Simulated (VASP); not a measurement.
# Sc18Pt in VASP: a series of runs, part 2 of 2

VASP 6.6.1. Earlier steps stand in the parts before.

## 3. Single point, PBE+D3(BJ)

File INCAR:

```
PREC = Accurate
ENCUT = 520
EDIFF = 1E-6
ISMEAR = -1
SIGMA = 0.05
LREAL = Auto
LASPH = True
NELM = 60
ALGO = Normal
ISIF = 2
LWAVE = False
LCHARG = True
GGA = PE
IVDW = 12
LELF = True
LVHAR = True
NBANDS = 119
```

File KPOINTS:

```
regular mesh
0
Gamma
  3 2 1
```

File POSCAR:

```
Sc18Pt
1.0
    6.6200000000      0.0000000000      0.0000000000
    4.9650000000      8.5996320000      0.0000000000
    0.0000000000      0.0000000000     16.2761400000
Sc Pt
18 1
Direct
    0.0000000000      0.0000000000      0.0614396288
    0.5000000000      0.0000000000      0.0614396288
    0.0000000000      0.3333333333      0.0614396288
    0.5000000000      0.3333333333      0.0614396288
    0.0000000000      0.6666666667      0.0614396288
    0.5000000000      0.6666666667      0.0614396288
   -0.1670620373      0.2220253146      0.2136934801
    0.3329147561      0.2233476967      0.2147966901
   -0.1700660789      0.5570089511      0.2139591451
    0.3359563894      0.5551429410      0.2148415411
   -0.1667499091      0.8890425776      0.2087870343
    0.3346979253      0.8869985367      0.2135861451
   -0.0016959951     -0.0008095695      0.3648392063
    0.5037011267     -0.0014649464      0.3655222307
   -0.0032385505      0.3349279365      0.3664762653
    0.5035653500      0.3313855756      0.3688952049
   -0.0001426763      0.6669854012      0.3655106801
    0.5001836442      0.6666159668      0.3698263839
    0.8349459420     -0.1115738441      0.4715150521
```

Potentials or basis: VASP PAW PBE potentials, release 64 (Sc_sv, Pt).

Command:

```
cat potpaw_PBE.64/Sc_sv/POTCAR potpaw_PBE.64/Pt/POTCAR > POTCAR
mpirun -np 1 vasp_std > vasp.out
```

OUTCAR:

```text
PREC = Accurate
   ENCUT = 520
   EDIFF = 1E-6
   ISMEAR = -1
   LREAL = Auto
   LASPH = True
   NELM = 60
   ISIF = 2
   GGA = PE
   IVDW = 12
 IVDW          = 12

 ion  position               nearest neighbor table
   1  0.000  0.000  0.061-  11 3.07   7 3.13  12 3.13   5 3.31   3 3.31   6 3.31   4 3.31   2 3.31
                             2 3.31
   2  0.500  0.000  0.061-  11 3.07  12 3.13   8 3.15   6 3.31   4 3.31   5 3.31   3 3.31   1 3.31
                             1 3.31
   3  0.000  0.333  0.061-   7 3.13   9 3.14   8 3.14   1 3.31   2 3.31   6 3.31   5 3.31   4 3.31
                             4 3.31
   4  0.500  0.333  0.061-   7 3.13   8 3.14  10 3.14   2 3.31   1 3.31   5 3.31   6 3.31   3 3.31
                             3 3.31
   5  0.000  0.667  0.061-  11 3.07   9 3.14  10 3.15   1 3.31   2 3.31   4 3.31   3 3.31   6 3.31
                             6 3.31
   6  0.500  0.667  0.061-  12 3.12   9 3.12  10 3.14   2 3.31   1 3.31   3 3.31   4 3.31   5 3.31
                             5 3.31
   7  0.833  0.222  0.214-  13 3.12   4 3.13   1 3.13   3 3.13  15 3.14  16 3.15  10 3.30   8 3.30
                            11 3.31   8 3.32   9 3.32  12 3.32
   8  0.333  0.223  0.215-  14 3.12  15 3.13   4 3.14   3 3.14   2 3.15  16 3.15   7 3.30  10 3.30
                             7 3.32  11 3.32   9 3.32  12 3.33
   9  0.830  0.557  0.214-   6 3.12  17 3.13  15 3.13   5 3.14   3 3.14  18 3.16  12 3.28  10 3.28
[... 4 lines left out ...]
                            12 3.31  12 3.31   8 3.32  10 3.32
  12  0.335  0.887  0.214-   6 3.12  13 3.13   1 3.13   2 3.13  14 3.14  18 3.17   9 3.28  10 3.29
                            11 3.31  11 3.31   7 3.32   8 3.33
  13  0.998  0.999  0.365-  19 2.57   7 3.12  12 3.13  11 3.17  14 3.28  16 3.29  17 3.29  18 3.31
                            15 3.33  14 3.34
  14  0.504  0.999  0.366-  19 2.57   8 3.12  12 3.14  11 3.17  13 3.28  17 3.29  16 3.31  18 3.31
                            13 3.34  15 3.35
  15  0.997  0.335  0.366-   8 3.13   9 3.13   7 3.14  16 3.28  18 3.29  17 3.31  13 3.33  16 3.34
                            14 3.35
  16  0.504  0.331  0.369-   8 3.15   7 3.15  10 3.16  15 3.28  13 3.29  14 3.31  18 3.32  17 3.33
                            15 3.34
  17  1.000  0.667  0.366-  19 2.57  10 3.12   9 3.13  11 3.19  14 3.29  13 3.29  15 3.31  18 3.31
                            18 3.31  16 3.33
  18  0.500  0.667  0.370-  10 3.16   9 3.16  12 3.17  15 3.29  14 3.31  17 3.31  17 3.31  13 3.31
                            16 3.32
  19  0.835  0.888  0.472-  14 2.57  13 2.57  17 2.57

  LATTYP: Found a simple monoclinic cell.
 ALAT       =     6.6200000000
 B/A-ratio  =     2.4586314199
 C/A-ratio  =     1.3228756170
 COS(beta)  =    -0.1889822420

  Lattice vectors:

 A1 = (   6.6200000000,   0.0000000000,   0.0000000000)
 A2 = (   0.0000000000,   0.0000000000, -16.2761400000)
 A3 = (  -1.6550000000,   8.5996320000,   0.0000000000)

Analysis of symmetry for initial positions (statically):
=====================================================================
 Subroutine PRICEL returns:
 Original cell was already a primitive cell.

 Routine SETGRP: Setting up the symmetry group for a
 simple monoclinic supercell.

 Subroutine GETGRP returns: Found  1 space group operations
 (whereof  1 operations were pure point group operations)
 out of a pool of  4 trial point group operations.

The static configuration has the point symmetry C_1 .

Analysis of symmetry for dynamics (positions and initial velocities):
=====================================================================
 Subroutine PRICEL returns:
 Original cell was already a primitive cell.

 Routine SETGRP: Setting up the symmetry group for a
 simple monoclinic supercell.

 Subroutine GETGRP returns: Found  1 space group operations
[... 122 lines left out ...]
   ions per type =              18   1
   NGX,Y,Z   is equivalent  to a cutoff of  12.56, 13.39, 12.87 a.u.
   NGXF,Y,Z  is equivalent  to a cutoff of  25.11, 26.79, 25.74 a.u.
 SYSTEM =  unknown system
   PREC   = accura    normal or accurate (medium, high low for compatibility)
   ISTART =      0    job   : 0-new  1-cont  2-samecut
   ICHARG =      2    charge: 1-file 2-atom 10-const
   ISPIN  =      1    spin polarized calculation?
   LNONCOLLINEAR =      F non collinear calculations
   LSORBIT =      F    spin-orbit coupling
   LASPH  =      T    aspherical Exc in radial PAW
   ENCUT  =  520.0 eV  38.22 Ry    6.18 a.u.  12.31 18.46 30.26*2*pi/ulx,y,z
   NELM   =     60;   NELMIN=  2; NELMDL= -5     # of ELM steps
   EDIFF  = 0.1E-05   stopping-criterion for ELM
   LREAL  =      T    real-space projection
   EDIFFG = 0.1E-04   stopping-criterion for IOM
   NSW    =      0    number of steps for IOM
   IBRION =     -1    ionic relax: 0-MD 1-quasi-New 2-CG
   NFREE  =      0    steps in history (QN), initial steepest desc. (CG)
   ISIF   =      2    stress and relaxation
   ISYM   =      2    0-nonsym 1-usesym 2-fastsym
   POTIM  = 0.5000    time-step for ionic-motion
   TEBEG  =    0.0;   TEEND  =   0.0 temperature during run
   PSTRESS=    0.0 pullay stress
   NELECT =     208.0000    total number of electrons
   NUPDOWN=      -1.0000    fix difference up-down
   EMIN   =  10.00;   EMAX   =-10.00  energy-range for DOS
   EFERMI =   0.00;   METHOD = LEGACY
   ISMEAR =    -1;   SIGMA  =   0.05  broadening in eV -4-tet -1-fermi 0-gaus
   EFERMI_NEDOS =   21; number of points for ismear=-14 and -15
   IALGO  =     38    algorithm
   IMIX   =      4    mixing-type and parameters
     AMIX     =   0.40;   BMIX     =  1.00
     AMIX_MAG =   1.60;   BMIX_MAG =  1.00
  volume/ion in A,a.u.               =      48.77       329.10
  Fermi-wavevector in a.u.,A,eV,Ry     =   0.994946  1.880175 13.468646  0.989918
  Thomas-Fermi vector in A             =   2.126932
   LORBIT       =      0    0 simple, 1 ext, 2 COOP (PROOUT), +10 PAW based schemes
   GGA     = PE    functional components
   LHFCALC =     F    Hartree Fock is set to
   AEXX    =    0.0000 exact exchange contribution
   IVDW    =    12    specifies the selected vdW correction
   LEPSILON=     F    determine dielectric tensor
   LRPA    =     F    only Hartree local field effects (RPA)
 non-spin polarized calculation
  energy-cutoff  :      520.00
  volume of cell :      926.59
 maximum number of plane-waves:     24981
 NGX is ok and might be reduce to    50
   NGX = 25   NGY = 37   NGZ = 61

 number of electron     208.0000001 magnetization

 Free energy of the ion-electron system (eV)
  ---------------------------------------------------
  ext. energy  EPLUGINS =         0.00000000
  ---------------------------------------------------
  free energy    TOTEN  =      -111.56494289 eV

  energy without entropy =     -111.22566371  energy(sigma->0) =     -111.39530330

 E-fermi :   0.3038     XC(G=0):  -5.9884

 val. band max:        0.2991790450   @ k =   0.3333   0.5000   0.0000
 cond. band min:       0.3059910010   @ k =   0.3333   0.5000   0.0000
 fundamental gap:      0.0068119560
 Fermi energy:         0.3038128665

 k-point     1 :       0.0000    0.0000    0.0000
  band No.  band energies     occupation
      1     -49.5022      2.00000
      2     -49.4372      2.00000
      3     -49.4294      2.00000
      4     -49.4056      2.00000
      5     -49.4040      2.00000
      6     -49.3911      2.00000
[... 465 lines left out ...]
    115       0.7536      0.00025
    116       0.7755      0.00016
 [bands above 116 left out]

------------------------ aborting loop because EDIFF is reached ----------------------------------------

 Edisp (eV)   -5.37460

 E8    (eV) :    -2.6914

  FORCE on cell =-STRESS in cart. coord.  units (eV):
  Direction    XX          YY          ZZ          XY          YZ          ZX
  --------------------------------------------------------------------------------------
  -------------------------------------------------------------------------------------
  Total      -6.45685    -6.42763    -0.16846     0.01255    -0.00003    -0.00564
  in kB     -11.16457   -11.11405    -0.29128     0.02170    -0.00006    -0.00976
  external pressure =       -7.52 kB  Pullay stress =        0.00 kB

 VOLUME and BASIS-vectors are now :
 -----------------------------------------------------------------------------
  energy-cutoff  :      520.00
  volume of cell :      926.59
      direct lattice vectors                 reciprocal lattice vectors
     6.620000000  0.000000000  0.000000000     0.151057402 -0.087213034  0.000000000
     4.965000000  8.599632000  0.000000000     0.000000000  0.116284046  0.000000000
     0.000000000  0.000000000 16.276140000     0.000000000  0.000000000  0.061439629

 POSITION                                       TOTAL-FORCE (eV/Angst)
 -----------------------------------------------------------------------------------
      0.00000      0.00000      1.00000         0.043391      0.027157     -0.084249
      3.31000      0.00000      1.00000        -0.043772      0.044932     -0.056052
      1.65500      2.86654      1.00000        -0.006874      0.016297      0.054057
      4.96500      2.86654      1.00000         0.007171     -0.015799      0.037340
      3.31000      5.73309      1.00000         0.000693     -0.065883     -0.047179
      6.62000      5.73309      1.00000        -0.000718     -0.007433      0.047701
[... 11 lines left out ...]
      6.62096      5.73265      6.01935         0.001600      0.002311      0.008190
      9.93838      7.64014      7.67445        -0.000565     -0.000332      0.044906
 -----------------------------------------------------------------------------------
    total drift:                               -0.003298      0.002512     -0.004137

  FREE ENERGIE OF THE ION-ELECTRON SYSTEM (eV)
  ---------------------------------------------------
  free  energy   TOTEN  =      -116.9395410115 eV

  energy  without entropy=     -116.6002618271  energy(sigma->0) =     -116.76990142
```

Run time: 47 min. Hardware: 1 thread of Intel Xeon 8259CL, shared host; peak memory 1.1 GiB.

Results:

```yaml
Free_energy: -116.9395 eV
Largest_force: 0.099 eV/Å
Band_gap_on_the_k_mesh: zero (bands 104 and 105 overlap by 0.06 eV)
Dispersion_energy_per_atom: -0.283 eV
```

Forces on the atoms (eV/Å):
```
Sc   0.043  0.027 -0.084
Sc  -0.044  0.045 -0.056
Sc  -0.007  0.016  0.054
Sc   0.007 -0.016  0.037
Sc   0.001 -0.066 -0.047
Sc  -0.001 -0.007  0.048
Sc   0.001  0.000  0.000
Sc  -0.002 -0.001 -0.002
Sc   0.000  0.001  0.001
Sc   0.001  0.002 -0.001
Sc   0.003 -0.001  0.006
Sc   0.001  0.000  0.000
Sc   0.016  0.009 -0.010
Sc  -0.020  0.013 -0.008
Sc   0.001  0.000  0.009
Sc  -0.003 -0.003  0.007
Sc   0.000 -0.020 -0.008
Sc   0.002  0.002  0.008
Pt  -0.001  0.000  0.045
```

Caveat: the k points lie up to 0.37 Å⁻¹ apart; there is no dipole correction, which matters where the two faces differ; spin-orbit coupling is left out, which moves the levels of the heavy elements.
